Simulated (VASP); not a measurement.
# InAs (Fm-3m) in VASP: a series of runs

InAs is run at these levels: PBE; tasks: single point.

All numbers are computed with VASP 6.6.1; they aren't measurements. Logs are shortened: lines on timing, memory, paths and dates and some standing lists are left out, and cuts for length are marked.

## 1. The cell of the first run

The structure is cubic, space group Fm-3m (No. 225). Conventional cell: a = 5.867 Å, b = 5.867 Å, c = 5.867 Å, α = 90.00°, β = 90.00°, γ = 90.00°. Within 3.9 Å of In (site symmetry m-3m) lie 6 As at 2.93 Å. Within 3.9 Å of As (site symmetry m-3m) lie 6 In at 2.93 Å.

## 2. Single point, PBE

INCAR reads:

```
SYSTEM = InAs
ALGO = Normal ; EDIFF = 1E-6
ENCUT = 500 ; GGA = PE
GGA_COMPAT = .False. ; ISIF = 2
ISMEAR = -1 ; LASPH = .True.
LCHARG = .False. ; LREAL = .False.
LWAVE = .False. ; NBANDS = 16
NELM = 120 ; PREC = Accurate
SIGMA = 0.05
```

KPOINTS reads:

```
k-points
0
Gamma
  8 8 8
  0 0 0
```

POSCAR reads:

```
InAs
1.0
    0.0000000000      2.9337360524      2.9337360524
    2.9337360524      0.0000000000      2.9337360524
    2.9337360524      2.9337360524      0.0000000000
In As
1 1
Direct
    0.5000000000      0.5000000000      0.5000000000
    0.0000000000      0.0000000000      0.0000000000
```

Potentials or basis: VASP PAW PBE potentials, release 64 (In_d, As).

Started as:

```bash
> cat potpaw_PBE.64/In_d/POTCAR potpaw_PBE.64/As/POTCAR > POTCAR
> mpirun -np 1 vasp_std > vasp.out
```

OUTCAR:

```text
SYSTEM = InAs
   EDIFF = 1E-6
   ENCUT = 500
   GGA = PE
   ISIF = 2
   ISMEAR = -1
   LASPH = .True.
   LREAL = .False.
   NELM = 120
   PREC = Accurate

 ion  position               nearest neighbor table
   1  0.500  0.500  0.500-   2 2.93   2 2.93   2 2.93   2 2.93   2 2.93   2 2.93
   2  0.000  0.000  0.000-   1 2.93   1 2.93   1 2.93   1 2.93   1 2.93   1 2.93

  LATTYP: Found a face centered cubic cell.
 ALAT       =     5.8674721048

  Lattice vectors:

 A1 = (   0.0000000000,   2.9337360524,   2.9337360524)
 A2 = (   2.9337360524,   0.0000000000,   2.9337360524)
 A3 = (   2.9337360524,   2.9337360524,   0.0000000000)

Analysis of symmetry for initial positions (statically):
=====================================================================
 Subroutine PRICEL returns:
 Original cell was already a primitive cell.

 Routine SETGRP: Setting up the symmetry group for a
 face centered cubic supercell.

 Subroutine GETGRP returns: Found 48 space group operations
 (whereof 48 operations were pure point group operations)
 out of a pool of 48 trial point group operations.

The static configuration has the point symmetry O_h .

Analysis of symmetry for dynamics (positions and initial velocities):
=====================================================================
 Subroutine PRICEL returns:
 Original cell was already a primitive cell.

 Routine SETGRP: Setting up the symmetry group for a
 face centered cubic supercell.

 Subroutine GETGRP returns: Found 48 space group operations
 (whereof 48 operations were pure point group operations)
 out of a pool of 48 trial point group operations.

The dynamic configuration has the point symmetry O_h .

 Subroutine INISYM returns: Found 48 space group operations
 (whereof 48 operations are pure point group operations),
 and found     1 'primitive' translations

----------------------------------------------------------------------------------------

                                     Primitive cell

  volume of cell :      50.5002

  direct lattice vectors                    reciprocal lattice vectors
     0.000000000  2.933736052  2.933736052    -0.170431147  0.170431147  0.170431147
     2.933736052  0.000000000  2.933736052     0.170431147 -0.170431147  0.170431147
     2.933736052  2.933736052  0.000000000     0.170431147  0.170431147 -0.170431147

  length of vectors
     4.148929314  4.148929314  4.148929314     0.295195406  0.295195406  0.295195406

  position of ions in fractional coordinates (direct lattice)
     0.500000000  0.500000000  0.500000000
     0.000000000  0.000000000  0.000000000

  ion indices of the primitive-cell ions
   primitive index   ion index
                 1           1
                 2           2

----------------------------------------------------------------------------------------

 KPOINTS: k-points

Automatic generation of k-mesh.
 Grid dimensions read from file:
 generate k-points for:    8    8    8

 Generating k-lattice:

  Cartesian coordinates                     Fractional coordinates (reciprocal lattice)
    -0.021303893  0.021303893  0.021303893     0.125000000  0.000000000  0.000000000
     0.021303893 -0.021303893  0.021303893     0.000000000  0.125000000  0.000000000
     0.021303893  0.021303893 -0.021303893     0.000000000  0.000000000  0.125000000

  Length of vectors
     0.036899426  0.036899426  0.036899426

  Shift w.r.t. Gamma in fractional coordinates (k-lattice)
     0.000000000  0.000000000  0.000000000

 Subroutine IBZKPT returns following result:
 ===========================================

 Found     29 irreducible k-points:

 Following reciprocal coordinates:
            Coordinates               Weight
  0.000000  0.000000  0.000000      1.000000
  0.125000  0.000000  0.000000      8.000000
  0.250000  0.000000  0.000000      8.000000
  0.375000  0.000000  0.000000      8.000000
  0.500000  0.000000  0.000000      4.000000
  0.125000  0.125000  0.000000      6.000000
[... 16 lines left out ...]
  0.500000  0.250000  0.125000     48.000000
 -0.375000  0.250000  0.125000     24.000000
 [... further k-points ...]
   k-points           NKPTS =     29   k-points in BZ     NKDIM =     29   number of bands    NBANDS=     16
   number of dos      NEDOS =    301   number of ions     NIONS =      2
   total plane-waves  NPLWV =  27000
   dimension x,y,z NGX =    30 NGY =   30 NGZ =   30
   dimension x,y,z NGXF=    60 NGYF=   60 NGZF=   60
   ions per type =               1   1
   NGX,Y,Z   is equivalent  to a cutoff of  12.02, 12.02, 12.02 a.u.
   NGXF,Y,Z  is equivalent  to a cutoff of  24.04, 24.04, 24.04 a.u.
 SYSTEM =  InAs
   PREC   = accura    normal or accurate (medium, high low for compatibility)
   ISTART =      0    job   : 0-new  1-cont  2-samecut
   ICHARG =      2    charge: 1-file 2-atom 10-const
   ISPIN  =      1    spin polarized calculation?
   LNONCOLLINEAR =      F non collinear calculations
   LSORBIT =      F    spin-orbit coupling
   LASPH  =      T    aspherical Exc in radial PAW
   ENCUT  =  500.0 eV  36.75 Ry    6.06 a.u.   7.56  7.56  7.56*2*pi/ulx,y,z
   NELM   =    120;   NELMIN=  2; NELMDL= -5     # of ELM steps
   EDIFF  = 0.1E-05   stopping-criterion for ELM
   LREAL  =      F    real-space projection
   EDIFFG = 0.1E-04   stopping-criterion for IOM
   NSW    =      0    number of steps for IOM
   IBRION =     -1    ionic relax: 0-MD 1-quasi-New 2-CG
   NFREE  =      0    steps in history (QN), initial steepest desc. (CG)
   ISIF   =      2    stress and relaxation
   ISYM   =      2    0-nonsym 1-usesym 2-fastsym
   POTIM  = 0.5000    time-step for ionic-motion
   TEBEG  =    0.0;   TEEND  =   0.0 temperature during run
   PSTRESS=    0.0 pullay stress
   NELECT =      18.0000    total number of electrons
   NUPDOWN=      -1.0000    fix difference up-down
   EMIN   =  10.00;   EMAX   =-10.00  energy-range for DOS
   EFERMI =   0.00;   METHOD = LEGACY
   ISMEAR =    -1;   SIGMA  =   0.05  broadening in eV -4-tet -1-fermi 0-gaus
   EFERMI_NEDOS =   21; number of points for ismear=-14 and -15
   IALGO  =     38    algorithm
   IMIX   =      4    mixing-type and parameters
     AMIX     =   0.40;   BMIX     =  1.00
     AMIX_MAG =   1.60;   BMIX_MAG =  1.00
  volume/ion in A,a.u.               =      25.25       170.40
  Fermi-wavevector in a.u.,A,eV,Ry     =   1.160739  2.193479 18.331338  1.347315
  Thomas-Fermi vector in A             =   2.297318
   LORBIT       =      0    0 simple, 1 ext, 2 COOP (PROOUT), +10 PAW based schemes
   GGA     = PE    functional components
   LHFCALC =     F    Hartree Fock is set to
   AEXX    =    0.0000 exact exchange contribution
   IVDW    =     0    specifies the selected vdW correction
   LEPSILON=     F    determine dielectric tensor
   LRPA    =     F    only Hartree local field effects (RPA)
 non-spin polarized calculation
  energy-cutoff  :      500.00
  volume of cell :       50.50
 maximum number of plane-waves:      1303
   NGX = 15   NGY = 15   NGZ = 15

 number of electron      18.0000008 magnetization

 Free energy of the ion-electron system (eV)
  ---------------------------------------------------
  ext. energy  EPLUGINS =         0.00000000
  ---------------------------------------------------
  free energy    TOTEN  =        -7.29106445 eV

  energy without entropy =       -7.27911105  energy(sigma->0) =       -7.28508775

 E-fermi :   5.3006     XC(G=0):  -9.8339

 val. band max:        5.2360997502   @ k =  -0.2500   0.2500   0.0000
 cond. band min:       5.3404661927   @ k =  -0.3750   0.1250   0.0000
 fundamental gap:      0.1043664425
 Fermi energy:         5.3006413279

 k-point     1 :       0.0000    0.0000    0.0000
  band No.  band energies     occupation
      1      -8.9447      2.00000
      2      -8.9447      2.00000
      3      -8.9272      2.00000
      4      -8.9272      2.00000
      5      -8.9272      2.00000
      6      -6.4308      2.00000
[... 8 lines left out ...]
     15      12.4933      0.00000
     16      12.4933      0.00000

 k-point     2 :       0.1250    0.0000    0.0000
  band No.  band energies     occupation
      1      -8.9495      2.00000
      2      -8.9495      2.00000
      3      -8.9272      2.00000
      4      -8.9216      2.00000
      5      -8.9216      2.00000
      6      -6.2770      2.00000
[... 8 lines left out ...]
     15      12.9029      0.00000
     16      12.9029      0.00000

 k-point     3 :       0.2500    0.0000    0.0000
  band No.  band energies     occupation
      1      -8.9632      2.00000
      2      -8.9632      2.00000
      3      -8.9277      2.00000
      4      -8.9059      2.00000
      5      -8.9059      2.00000
      6      -5.8449      2.00000
[... 8 lines left out ...]
     15      13.9107      0.00000
     16      13.9107      0.00000

 k-point     4 :       0.3750    0.0000    0.0000
  band No.  band energies     occupation
      1      -8.9775      2.00000
      2      -8.9775      2.00000
      3      -8.9290      2.00000
      4      -8.8894      2.00000
      5      -8.8894      2.00000
      6      -5.2692      2.00000
[... 8 lines left out ...]
     15      15.4602      0.00000
     16      15.4602      0.00000

 k-point     5 :       0.5000    0.0000    0.0000
  band No.  band energies     occupation
      1      -8.9835      2.00000
      2      -8.9835      2.00000
      3      -8.9298      2.00000
      4      -8.8825      2.00000
      5      -8.8825      2.00000
      6      -4.9485      2.00000
[... 8 lines left out ...]
     15      16.9198      0.00000
     16      16.9198      0.00000

 k-point     6 :       0.1250    0.1250    0.0000
  band No.  band energies     occupation
      1      -8.9623      2.00000
      2      -8.9408      2.00000
      3      -8.9315      2.00000
      4      -8.9186      2.00000
      5      -8.9186      2.00000
      6      -6.2211      2.00000
[... 8 lines left out ...]
     15      13.9689      0.00000
     16      13.9689      0.00000

 k-point     7 :       0.2500    0.1250    0.0000
  band No.  band energies     occupation
      1      -8.9840      2.00000
      2      -8.9455      2.00000
      3      -8.9326      2.00000
      4      -8.9090      2.00000
      5      -8.9039      2.00000
      6      -5.8695      2.00000
[... 8 lines left out ...]
     15      14.4852      0.00000
     16      14.7623      0.00000

 k-point     8 :       0.3750    0.1250    0.0000
  band No.  band energies     occupation
      1      -9.0019      2.00000
      2      -8.9599      2.00000
      3      -8.9291      2.00000
      4      -8.8990      2.00000
      5      -8.8872      2.00000
      6      -5.3176      2.00000
[... 8 lines left out ...]
     15      15.5805      0.00000
     16      16.1463      0.00000

 k-point     9 :       0.5000    0.1250    0.0000
  band No.  band energies     occupation
      1      -9.0066      2.00000
      2      -8.9732      2.00000
      3      -8.9255      2.00000
      4      -8.8914      2.00000
      5      -8.8806      2.00000
      6      -4.8607      2.00000
[... 8 lines left out ...]
     15      16.7194      0.00000
     16      17.0240      0.00000
[... 172 lines left out ...]
 k-point    19 :       0.5000    0.3750    0.0000
  band No.  band energies     occupation
      1      -9.1273      2.00000
      2      -8.9491      2.00000
      3      -8.9262      2.00000
      4      -8.8710      2.00000
      5      -8.8674      2.00000
      6      -4.3500      2.00000
[... 8 lines left out ...]
     15      18.1539      0.00000
     16      18.5743      0.00000

 k-point    20 :      -0.3750    0.3750    0.0000
  band No.  band energies     occupation
      1      -9.0998      2.00000
      2      -8.9423      2.00000
      3      -8.9338      2.00000
      4      -8.8829      2.00000
      5      -8.8717      2.00000
      6      -4.2811      2.00000
[... 8 lines left out ...]
     15      16.4710      0.00000
     16      17.6919      0.00000

 k-point    21 :       0.5000    0.5000    0.0000
  band No.  band energies     occupation
      1      -9.1519      2.00000
      2      -8.9563      2.00000
      3      -8.9178      2.00000
      4      -8.8631      2.00000
      5      -8.8631      2.00000
      6      -4.2168      2.00000
[... 8 lines left out ...]
     15      17.9186      0.00000
     16      19.3844      0.00000

 k-point    22 :       0.3750    0.2500    0.1250
  band No.  band energies     occupation
      1      -9.0122      2.00000
      2      -8.9491      2.00000
      3      -8.9329      2.00000
      4      -8.8972      2.00000
      5      -8.8947      2.00000
      6      -5.4426      2.00000
[... 8 lines left out ...]
     15      15.4997      0.00000
     16      16.5365      0.00000

 k-point    23 :       0.5000    0.2500    0.1250
  band No.  band energies     occupation
      1      -9.0321      2.00000
      2      -8.9601      2.00000
      3      -8.9249      2.00000
      4      -8.8956      2.00000
      5      -8.8830      2.00000
      6      -4.8968      2.00000
[... 8 lines left out ...]
     15      16.0991      0.00000
     16      16.8713      0.00000

 k-point    24 :      -0.3750    0.2500    0.1250
  band No.  band energies     occupation
      1      -9.0390      2.00000
      2      -8.9657      2.00000
      3      -8.9174      2.00000
      4      -8.9000      2.00000
      5      -8.8773      2.00000
      6      -4.6072      2.00000
[... 8 lines left out ...]
     15      14.7443      0.00000
     16      17.8165      0.00000

 [... further k-points ...]
[... 5 lines left out ...]
  --------------------------------------------------------------------------------------
  -------------------------------------------------------------------------------------
  Total       -0.9753938     -0.9753938     -0.9753938      0.0000000      0.0000000     -0.0000000
  in kB      -30.9454962    -30.9454962    -30.9454962      0.0000000      0.0000000     -0.0000000
  external PRESSURE =     -30.9454962 kB  Pullay stress =       0.0000000 kB

 VOLUME and BASIS-vectors are now :
 -----------------------------------------------------------------------------
  energy-cutoff  :      500.00
  volume of cell :       50.50
      direct lattice vectors                 reciprocal lattice vectors
     0.000000000  2.933736052  2.933736052    -0.170431147  0.170431147  0.170431147
     2.933736052  0.000000000  2.933736052     0.170431147 -0.170431147  0.170431147
     2.933736052  2.933736052  0.000000000     0.170431147  0.170431147 -0.170431147

 POSITION                                       TOTAL-FORCE (eV/Angst)
 -----------------------------------------------------------------------------------
      2.93374      2.93374      2.93374         0.000000     -0.000000     -0.000000
      0.00000      0.00000      0.00000        -0.000000      0.000000      0.000000
 -----------------------------------------------------------------------------------
    total drift:                                0.000000      0.000000      0.000000

  FREE ENERGIE OF THE ION-ELECTRON SYSTEM (eV)
  ---------------------------------------------------
  free  energy   TOTEN  =        -7.2910644471 eV

  energy  without entropy=       -7.2791110467  energy(sigma->0) =       -7.28508775
```

Wall time 23 s (1 thread of Intel Xeon 6975P-C, shared host); peak memory 0.18 GiB.

Results:

```
Free energy            : -7.2911 eV
Pressure               : -3.1 GPa
Band gap on the k mesh : zero (band 9 reaches 5.62 eV, above the bottom of band 10 at 3.25 eV)
```

Caveat: spin-orbit coupling is left out, which moves the levels of the heavy elements.

(Part 1 of 2 ends here.)
